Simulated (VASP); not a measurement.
# SnO in VASP: a series of runs

The runs below take SnO through single point, with PBEsol.

All numbers are computed with VASP 6.6.1; they aren't measurements. Logs are shortened: lines on timing, memory, paths and dates and some standing lists are left out, and cuts for length are marked.

## (1) The cell of the first run

It takes space group Pm (No. 6, monoclinic). The conventional cell has a = 4.222 Å, b = 3.355 Å, c = 5.674 Å, α = 90.00°, β = 90.00°, γ = 90.00°. Sn (site symmetry m) has 3 O at 2.15 to 2.16 Å within 2.8 Å. Within 2.8 Å of Sn (site symmetry m) lie 3 O at 2.15 to 2.16 Å. O (site symmetry m) has 3 Sn at 2.15 to 2.16 Å within 2.8 Å. O (site symmetry m) has 3 Sn at 2.15 to 2.16 Å within 2.8 Å.

## (2) Single point, PBEsol

Contents of INCAR:

```
ALGO = Normal ; EDIFF = 1E-6
ENCUT = 520 ; GGA = PS
ISIF = 2 ; ISMEAR = -1
LASPH = True ; LCHARG = True
LELF = True ; LREAL = False
LVHAR = True ; LWAVE = False
NBANDS = 28 ; NELM = 100
PREC = Accurate ; SIGMA = 0.02
```

Contents of KPOINTS:

```
k-points
0
Gamma
  8 5 6
```

Contents of POSCAR:

```
SnO
1.0
    3.3550050000      0.0000000000      0.0000000000
    0.0000000000      5.6741040000      0.0000000000
    0.0000000000      0.0000000000      4.2219700000
Sn O
2 2
Direct
    0.5000000000      0.7680910000      0.0131440000
    0.0000000000      0.2319090000      0.5155125625
    0.5000000000      0.1087500000      0.2368570000
    0.0000000000      0.8912500000      0.7368570000
```

Potentials or basis: VASP PAW PBE potentials, release 64 (Sn_d, O).

On the command line:

```
$ cat potpaw_PBE.64/Sn_d/POTCAR potpaw_PBE.64/O/POTCAR > POTCAR
$ mpirun -np 1 vasp_std > vasp.out
```

OUTCAR:

```text
EDIFF = 1E-6
   ENCUT = 520
   GGA = PS
   ISIF = 2
   ISMEAR = -1
   LASPH = True
   LREAL = False
   NELM = 100
   PREC = Accurate

 ion  position               nearest neighbor table
   1  0.500  0.768  0.013-   3 2.15   4 2.16   4 2.16
   2  0.000  0.232  0.516-   4 2.15   3 2.16   3 2.16
   3  0.500  0.109  0.237-   1 2.15   2 2.16   2 2.16
   4  0.000  0.891  0.737-   2 2.15   1 2.16   1 2.16

  LATTYP: Found a simple orthorhombic cell.
 ALAT       =     3.3550050000
 B/A-ratio  =     1.2584094510
 C/A-ratio  =     1.6912356315

  Lattice vectors:

 A1 = (  -3.3550050000,   0.0000000000,   0.0000000000)
 A2 = (   0.0000000000,   0.0000000000,   4.2219700000)
 A3 = (   0.0000000000,   5.6741040000,   0.0000000000)

Analysis of symmetry for initial positions (statically):
=====================================================================
 Subroutine PRICEL returns:
 Original cell was already a primitive cell.

 Routine SETGRP: Setting up the symmetry group for a
 simple orthorhombic supercell.

 Subroutine GETGRP returns: Found  2 space group operations
 (whereof  2 operations were pure point group operations)
 out of a pool of  8 trial point group operations.

The static configuration has the point symmetry C_1h.

Analysis of symmetry for dynamics (positions and initial velocities):
=====================================================================
 Subroutine PRICEL returns:
 Original cell was already a primitive cell.

 Routine SETGRP: Setting up the symmetry group for a
 simple orthorhombic supercell.

 Subroutine GETGRP returns: Found  2 space group operations
 (whereof  2 operations were pure point group operations)
 out of a pool of  8 trial point group operations.

The dynamic configuration has the point symmetry C_1h.

 Subroutine INISYM returns: Found  2 space group operations
 (whereof  2 operations are pure point group operations),
 and found     1 'primitive' translations

----------------------------------------------------------------------------------------

[... 83 lines left out ...]
   ions per type =               2   2
   NGX,Y,Z   is equivalent  to a cutoff of  13.87, 12.31, 12.60 a.u.
   NGXF,Y,Z  is equivalent  to a cutoff of  27.75, 24.61, 25.20 a.u.
 SYSTEM =  unknown system
   PREC   = accura    normal or accurate (medium, high low for compatibility)
   ISTART =      0    job   : 0-new  1-cont  2-samecut
   ICHARG =      2    charge: 1-file 2-atom 10-const
   ISPIN  =      1    spin polarized calculation?
   LNONCOLLINEAR =      F non collinear calculations
   LSORBIT =      F    spin-orbit coupling
   LASPH  =      T    aspherical Exc in radial PAW
   ENCUT  =  520.0 eV  38.22 Ry    6.18 a.u.   6.24 10.55  7.85*2*pi/ulx,y,z
   NELM   =    100;   NELMIN=  2; NELMDL= -5     # of ELM steps
   EDIFF  = 0.1E-05   stopping-criterion for ELM
   LREAL  =      F    real-space projection
   EDIFFG = 0.1E-04   stopping-criterion for IOM
   NSW    =      0    number of steps for IOM
   IBRION =     -1    ionic relax: 0-MD 1-quasi-New 2-CG
   NFREE  =      0    steps in history (QN), initial steepest desc. (CG)
   ISIF   =      2    stress and relaxation
   ISYM   =      2    0-nonsym 1-usesym 2-fastsym
   POTIM  = 0.5000    time-step for ionic-motion
   TEBEG  =    0.0;   TEEND  =   0.0 temperature during run
   PSTRESS=    0.0 pullay stress
   NELECT =      40.0000    total number of electrons
   NUPDOWN=      -1.0000    fix difference up-down
   EMIN   =  10.00;   EMAX   =-10.00  energy-range for DOS
   EFERMI =   0.00;   METHOD = LEGACY
   ISMEAR =    -1;   SIGMA  =   0.02  broadening in eV -4-tet -1-fermi 0-gaus
   EFERMI_NEDOS =   21; number of points for ismear=-14 and -15
   IALGO  =     38    algorithm
   IMIX   =      4    mixing-type and parameters
     AMIX     =   0.40;   BMIX     =  1.00
     AMIX_MAG =   1.60;   BMIX_MAG =  1.00
  volume/ion in A,a.u.               =      20.09       135.59
  Fermi-wavevector in a.u.,A,eV,Ry     =   1.297357  2.451650 22.900458  1.683136
  Thomas-Fermi vector in A             =   2.428755
   LORBIT       =      0    0 simple, 1 ext, 2 COOP (PROOUT), +10 PAW based schemes
   GGA     = PS    functional components
   LHFCALC =     F    Hartree Fock is set to
   AEXX    =    0.0000 exact exchange contribution
   IVDW    =     0    specifies the selected vdW correction
   LEPSILON=     F    determine dielectric tensor
   LRPA    =     F    only Hartree local field effects (RPA)
 non-spin polarized calculation
  energy-cutoff  :      520.00
  volume of cell :       80.37
 maximum number of plane-waves:      2186
 NGX is ok and might be reduce to    28
   NGX = 13   NGY = 21   NGZ = 15

 number of electron      39.9999991 magnetization

 Free energy of the ion-electron system (eV)
  ---------------------------------------------------
  ext. energy  EPLUGINS =         0.00000000
  ---------------------------------------------------
  free energy    TOTEN  =       -23.79454990 eV

  energy without entropy =      -23.79454990  energy(sigma->0) =      -23.79454990

 E-fermi :   5.1485     XC(G=0):  -9.7657

 val. band max:        4.6994167808   @ k =   0.0000   0.0000   0.0000
 cond. band min:       6.1200840471   @ k =   0.3750   0.4000   0.0000
 fundamental gap:      1.4206672663
 Fermi energy:         5.1484525287

 k-point     1 :       0.0000    0.0000    0.0000
  band No.  band energies     occupation
      1     -16.4158      2.00000
      2     -16.0900      2.00000
      3     -16.0081      2.00000
      4     -15.9809      2.00000
      5     -15.9534      2.00000
      6     -15.9227      2.00000
[... 733 lines left out ...]
     27      14.0265      0.00000
     28      14.6642      0.00000

 [... further k-points ...]
[... 5 lines left out ...]
  --------------------------------------------------------------------------------------
  -------------------------------------------------------------------------------------
  Total       -1.8251557     -1.3042276     -1.3425826      0.0000000     -0.0911457      0.0000000
  in kB      -36.3835357    -25.9991036    -26.7636892      0.0000000     -1.8169418      0.0000000
  external PRESSURE =     -29.7154428 kB  Pullay stress =       0.0000000 kB

 VOLUME and BASIS-vectors are now :
 -----------------------------------------------------------------------------
  energy-cutoff  :      520.00
  volume of cell :       80.37
      direct lattice vectors                 reciprocal lattice vectors
     3.355005000  0.000000000  0.000000000     0.298062149  0.000000000  0.000000000
     0.000000000  5.674104000  0.000000000     0.000000000  0.176239279  0.000000000
     0.000000000  0.000000000  4.221970000     0.000000000  0.000000000  0.236856254

 POSITION                                       TOTAL-FORCE (eV/Angst)
 -----------------------------------------------------------------------------------
      1.67750      4.35823      0.05549         0.000000      0.342573     -0.078179
      0.00000      1.31588      2.17648         0.000000     -0.351676     -0.170064
      1.67750      0.61706      1.00000         0.000000     -0.095484      0.140917
      0.00000      5.05705      3.11099         0.000000      0.104586      0.107326
 -----------------------------------------------------------------------------------
    total drift:                                0.000000     -0.000053     -0.000235

  FREE ENERGIE OF THE ION-ELECTRON SYSTEM (eV)
  ---------------------------------------------------
  free  energy   TOTEN  =       -23.7945498954 eV

  energy  without entropy=      -23.7945498954  energy(sigma->0) =      -23.79454990
```

stdout:

```text
POSCAR found type information on POSCAR SnO
 POSCAR found :  2 types and       4 ions
 scaLAPACK will be used
 -----------------------------------------------------------------------------
|                                                                             |
|                                                                             |
|     You enforced a specific xc type in the INCAR file but a different       |
|     I HOPE YOU KNOW WHAT YOU ARE DOING!                                     |
|                                                                             |
 -----------------------------------------------------------------------------

 LDA part: xc-table for (Slater+PW92), standard interpolation
 POSCAR, INCAR and KPOINTS ok, starting setup
 FFT: planning ... GRIDC
 FFT: planning ... GRID_SOFT
 FFT: planning ... GRID
 WAVECAR not read
 entering main loop
```

Wall time 74 s (1 thread of Intel Xeon 6975P-C (Granite Rapids), shared host); peak memory 0.28 GiB.

Results:

* Free energy: -23.7945 eV
* Pressure: -3.0 GPa
* Largest force: 0.391 eV/Å
* Band gap on the k mesh: 1.42 eV (least direct gap 2.00 eV)

Forces on the atoms (eV/Å):
```
Sn   0.000  0.343 -0.078
Sn   0.000 -0.352 -0.170
O    0.000 -0.095  0.141
O    0.000  0.105  0.107
```

Levels at points of the mesh, in eV from the valence-band top:
```
           k point  band 16  band 17  band 18  band 19  band 20  band 21  band 22  band 23  band 24  band 25
(0.00, 0.00, 0.00)    -3.81    -3.49    -2.62    -2.03     0.00     2.62     3.11     5.82     5.87     7.99
(0.50, 0.00, 0.00)    -4.46    -2.58    -2.55    -1.25    -1.25     2.50     2.54     5.49     5.51     6.50
(0.00, 0.00, 0.50)    -3.41    -3.20    -3.15    -1.66    -1.65     2.61     2.63     5.16     5.19     7.89
(0.50, 0.00, 0.50)    -4.05    -3.16    -3.14    -1.08    -1.06     2.05     2.08     4.54     4.56     6.82
```

Caveat: the PAW data sets were made with another functional, which shifts forces and pressure a little; spin-orbit coupling is left out, which moves the levels of the heavy elements; an odd mesh through Γ misses points on the zone boundary, where band edges can lie.

## (3) Single point, PBEsol

Contents of INCAR:

```
SYSTEM = SnO
ALGO     = Normal         ! electronic algorithm
EDIFF    = 1E-6           ! SCF threshold, eV
ENCUT    = 520            ! plane-wave cutoff, eV
GGA      = PS             ! functional
ISIF     = 2              ! what is computed and relaxed
ISMEAR   = -1             ! smearing method
LASPH    = .True.         ! aspherical terms in the spheres
LCHARG   = .False.        ! write CHGCAR
LREAL    = .False.        ! projectors in reciprocal space
LWAVE    = .False.        ! write WAVECAR
NBANDS   = 28             ! bands
NELM     = 80             ! most SCF steps
PREC     = Accurate       ! precision mode
SIGMA    = 0.02           ! smearing width, eV
```

Contents of KPOINTS:

```
k-points
0
Gamma
  8 5 6
  0 0 0
```

POSCAR: that of step 2 with these lines changed.

```diff
@@ -9,3 +9,3 @@
     0.5000000000      0.7680910000      0.0131440000
-    0.0000000000      0.2319090000      0.5155125625
+    0.0000000000      0.2319090000      0.5107754375
     0.5000000000      0.1087500000      0.2368570000
```

Potentials or basis: VASP PAW PBE potentials, release 64 (Sn_d, O).

On the command line:

```
$ cat potpaw_PBE.64/Sn_d/POTCAR potpaw_PBE.64/O/POTCAR > POTCAR
$ mpirun -np 1 vasp_std > vasp.out
```

OUTCAR:

```text
SYSTEM = SnO
   EDIFF = 1E-6
   ENCUT = 520
   GGA = PS
   ISIF = 2
   ISMEAR = -1
   LASPH = .True.
   LREAL = .False.
   NELM = 80
   PREC = Accurate

 ion  position               nearest neighbor table
   1  0.500  0.768  0.013-   3 2.15   4 2.16   4 2.16
   2  0.000  0.232  0.511-   3 2.15   3 2.15   4 2.16
   3  0.500  0.109  0.237-   1 2.15   2 2.15   2 2.15
   4  0.000  0.891  0.737-   2 2.16   1 2.16   1 2.16

  LATTYP: Found a simple orthorhombic cell.
 ALAT       =     3.3550050000
 B/A-ratio  =     1.2584094510
 C/A-ratio  =     1.6912356315

  Lattice vectors:

 A1 = (  -3.3550050000,   0.0000000000,   0.0000000000)
 A2 = (   0.0000000000,   0.0000000000,   4.2219700000)
 A3 = (   0.0000000000,   5.6741040000,   0.0000000000)

Analysis of symmetry for initial positions (statically):
=====================================================================
 Subroutine PRICEL returns:
 Original cell was already a primitive cell.

 Routine SETGRP: Setting up the symmetry group for a
 simple orthorhombic supercell.

 Subroutine GETGRP returns: Found  2 space group operations
 (whereof  2 operations were pure point group operations)
 out of a pool of  8 trial point group operations.

The static configuration has the point symmetry C_1h.

Analysis of symmetry for dynamics (positions and initial velocities):
=====================================================================
 Subroutine PRICEL returns:
 Original cell was already a primitive cell.

 Routine SETGRP: Setting up the symmetry group for a
 simple orthorhombic supercell.

 Subroutine GETGRP returns: Found  2 space group operations
 (whereof  2 operations were pure point group operations)
 out of a pool of  8 trial point group operations.

The dynamic configuration has the point symmetry C_1h.

 Subroutine INISYM returns: Found  2 space group operations
 (whereof  2 operations are pure point group operations),
 and found     1 'primitive' translations

----------------------------------------------------------------------------------------
[... 119 lines left out ...]
  Fermi-wavevector in a.u.,A,eV,Ry     =   1.297357  2.451650 22.900458  1.683136
  Thomas-Fermi vector in A             =   2.428755
   LORBIT       =      0    0 simple, 1 ext, 2 COOP (PROOUT), +10 PAW based schemes
   GGA     = PS    functional components
   LHFCALC =     F    Hartree Fock is set to
   AEXX    =    0.0000 exact exchange contribution
   IVDW    =     0    specifies the selected vdW correction
   LEPSILON=     F    determine dielectric tensor
   LRPA    =     F    only Hartree local field effects (RPA)
 non-spin polarized calculation
  energy-cutoff  :      520.00
  volume of cell :       80.37
 maximum number of plane-waves:      2186
 NGX is ok and might be reduce to    28
   NGX = 13   NGY = 21   NGZ = 15

 number of electron      39.9999994 magnetization

 Free energy of the ion-electron system (eV)
  ---------------------------------------------------
  ext. energy  EPLUGINS =         0.00000000
  ---------------------------------------------------
  free energy    TOTEN  =       -23.79651303 eV

  energy without entropy =      -23.79651303  energy(sigma->0) =      -23.79651303

 E-fermi :   5.1490     XC(G=0):  -9.7638

 val. band max:        4.7147820435   @ k =   0.0000   0.0000   0.0000
 cond. band min:       6.1393502946   @ k =   0.3750   0.4000   0.0000
 fundamental gap:      1.4245682510
 Fermi energy:         5.1489750828

 k-point     1 :       0.0000    0.0000    0.0000
  band No.  band energies     occupation
      1     -16.4179      2.00000
      2     -16.0898      2.00000
      3     -16.0033      2.00000
      4     -15.9779      2.00000
      5     -15.9504      2.00000
      6     -15.9184      2.00000
[... 733 lines left out ...]
     27      14.0034      0.00000
     28      14.6777      0.00000

 [... further k-points ...]

------------------------ aborting loop because EDIFF is reached ----------------------------------------

  FORCE on cell =-STRESS in cart. coord.  units (eV):
  Direction    XX          YY          ZZ          XY          YZ          ZX
  --------------------------------------------------------------------------------------
  -------------------------------------------------------------------------------------
  Total       -1.6958884     -1.2948241     -1.2325422      0.0000000      0.0917814      0.0000000
  in kB      -33.8066579    -25.8116482    -24.5700917      0.0000000      1.8296142      0.0000000
  external PRESSURE =     -28.0627993 kB  Pullay stress =       0.0000000 kB

 VOLUME and BASIS-vectors are now :
 -----------------------------------------------------------------------------
  energy-cutoff  :      520.00
  volume of cell :       80.37
      direct lattice vectors                 reciprocal lattice vectors
     3.355005000  0.000000000  0.000000000     0.298062149  0.000000000  0.000000000
     0.000000000  5.674104000  0.000000000     0.000000000  0.176239279  0.000000000
     0.000000000  0.000000000  4.221970000     0.000000000  0.000000000  0.236856254

 POSITION                                       TOTAL-FORCE (eV/Angst)
 -----------------------------------------------------------------------------------
      1.67750      4.35823      0.05549         0.000000      0.327604     -0.117924
      0.00000      1.31588      2.15648         0.000000     -0.317142     -0.025190
      1.67750      0.61706      1.00000         0.000000     -0.149731      0.054182
      0.00000      5.05705      3.11099         0.000000      0.139269      0.088932
 -----------------------------------------------------------------------------------
    total drift:                                0.000000      0.000047     -0.000152

  FREE ENERGIE OF THE ION-ELECTRON SYSTEM (eV)
  ---------------------------------------------------
  free  energy   TOTEN  =       -23.7965130308 eV

  energy  without entropy=      -23.7965130308  energy(sigma->0) =      -23.79651303
```

OSZICAR:

```text
N       E                     dE             d eps       ncg     rms          rms(c)
DAV:   1     0.436332814898E+03    0.43633E+03   -0.20263E+04  4604   0.209E+03
DAV:   2     0.429743656408E+02   -0.39336E+03   -0.37756E+03  4636   0.541E+02
DAV:   3    -0.237850214214E+02   -0.66759E+02   -0.65555E+02  5104   0.188E+02
DAV:   4    -0.272343475258E+02   -0.34493E+01   -0.34317E+01  5204   0.461E+01
DAV:   5    -0.273202815174E+02   -0.85934E-01   -0.85918E-01  4948   0.784E+00    0.111E+01
DAV:   6    -0.239250567766E+02    0.33952E+01   -0.15714E+01  7336   0.460E+01    0.522E+00
DAV:   7    -0.238429419913E+02    0.82115E-01   -0.20341E+00  5184   0.866E+00    0.255E+00
DAV:   8    -0.238078812264E+02    0.35061E-01   -0.35128E-01  5284   0.386E+00    0.774E-01
DAV:   9    -0.237956406187E+02    0.12241E-01   -0.47623E-02  7416   0.223E+00    0.232E-01
DAV:  10    -0.237969047939E+02   -0.12642E-02   -0.76743E-03  6168   0.800E-01    0.141E-01
DAV:  11    -0.237964962336E+02    0.40856E-03   -0.13342E-03  6900   0.347E-01    0.301E-02
DAV:  12    -0.237965217134E+02   -0.25480E-04   -0.36722E-04  5840   0.111E-01    0.339E-02
DAV:  13    -0.237965133367E+02    0.83766E-05   -0.39645E-05  6192   0.599E-02    0.116E-02
DAV:  14    -0.237965130308E+02    0.30596E-06   -0.37205E-06  4548   0.123E-02
   1 F= -.23796513E+02 E0= -.23796513E+02  d E =-.366855E-11
```

stdout:

```text
POSCAR found type information on POSCAR SnO
 POSCAR found :  2 types and       4 ions
 scaLAPACK will be used
 -----------------------------------------------------------------------------
|                                                                             |
|                                                                             |
|     You enforced a specific xc type in the INCAR file but a different       |
|     I HOPE YOU KNOW WHAT YOU ARE DOING!                                     |
|                                                                             |
 -----------------------------------------------------------------------------

 LDA part: xc-table for (Slater+PW92), standard interpolation
 POSCAR, INCAR and KPOINTS ok, starting setup
 FFT: planning ... GRIDC
 FFT: planning ... GRID_SOFT
 FFT: planning ... GRID
 WAVECAR not read
 entering main loop
```

It took 71 s on 1 thread of Intel Xeon 6975P-C (Granite Rapids), shared host; peak memory 0.28 GiB.

Results:

```
Free energy            : -23.7965 eV
Pressure               : -2.8 GPa
Largest force          : 0.348 eV/Å
Band gap on the k mesh : 1.42 eV (least direct gap 2.02 eV)
```

Forces in eV/Å, atoms in the order of the input:
```
Sn   0.000  0.328 -0.118
Sn   0.000 -0.317 -0.025
O    0.000 -0.150  0.054
O    0.000  0.139  0.089
```

Stress tensor (GPa, compression positive):
```
-3.38  0.00  0.00
 0.00 -2.58  0.18
 0.00  0.18 -2.46
```

Levels at points of the mesh, in eV from the valence-band top:
```csv
k point,band 17,band 18,band 19,band 20,band 21,band 22,band 23,band 24
"(0.00, 0.00, 0.00)",-3.51,-2.66,-2.06,0.00,2.59,3.09,5.79,5.86
"(0.50, 0.00, 0.00)",-2.60,-2.57,-1.26,-1.26,2.52,2.56,5.46,5.48
"(0.00, 0.00, 0.50)",-3.24,-3.20,-1.67,-1.66,2.59,2.61,5.14,5.17
"(0.50, 0.00, 0.50)",-3.17,-3.15,-1.09,-1.07,2.03,2.06,4.55,4.57
```

Caveat: the PAW data sets were made with another functional, which shifts forces and pressure a little; spin-orbit coupling is left out, which moves the levels of the heavy elements; an odd mesh through Γ misses points on the zone boundary, where band edges can lie.

(Part 1 of 2 ends here.)
